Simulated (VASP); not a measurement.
Write the native input for VASP 6.6.1 that does the following.

```
Task                   : single point
Functional             : PBEsol
Potentials or basis    : VASP PAW PBE potentials, release 64 (Sn_d, O)
Cutoff                 : 520 eV
k mesh                 : 6 × 6 × 8
Occupations            : gaussian, width 0.02 eV
Spin                   : no spin polarisation
Dipole correction      : no
Further INCAR settings : ALGO = Normal; EDIFF = 1e-06; NBANDS = 35
```

The structure of SnO2 lies in POSCAR:

```
SnO2
1.0
    4.8219591020      0.0000000000      0.0000000000
    0.0000000000      4.8219591020      0.0000000000
    0.0000000000      0.0000000000      3.1160239668
Sn O
2 4
Direct
    0.5000000000      0.5000000000      0.5000000000
    0.0000000000      0.0000000000      0.0000000000
    0.1948790082      0.8051209918      0.5000000000
    0.8051209918      0.1948790082      0.5000000000
    0.3051209918      0.3051209918      0.0000000000
    0.6948790082      0.6948790082      0.0000000000
```

This cell differs from its parent crystal: uniaxial strain along c: -3.0 %, then relaxed in part.

One way to write it, as run:

INCAR

```
SYSTEM = SnO2
PREC = Accurate
ENCUT = 520
EDIFF = 1E-6
ISMEAR = 0
SIGMA = 0.02
LREAL = .FALSE.
LASPH = .TRUE.
NELM = 60
ALGO = Normal
ISIF = 2
LWAVE = .FALSE.
LCHARG = .FALSE.
GGA = PS
NBANDS = 35
```

KPOINTS

```
regular mesh
0
G
  6 6 8
  0 0 0
```

Potentials or basis: VASP PAW PBE potentials, release 64 (Sn_d, O).

Launch:

```console
$ cat potpaw_PBE.64/Sn_d/POTCAR potpaw_PBE.64/O/POTCAR > POTCAR
$ mpirun -np 1 vasp_std > vasp.out
```

Results of the run:

The pressure is 3.9 GPa, the largest force is 0.023 eV/Å and the band gap on the k mesh is 1.12 eV, direct.

Caveat: the cell differs from its parent crystal (uniaxial strain along c: -3.0 %, then relaxed in part); the PAW data sets were made with another functional, which shifts forces and pressure a little; spin-orbit coupling is left out, which moves the levels of the heavy elements.

Wall time 2.4 min on 1 thread of AMD EPYC 7R13 Processor (Zen 3), on a shared host, peak memory 0.2 GiB.
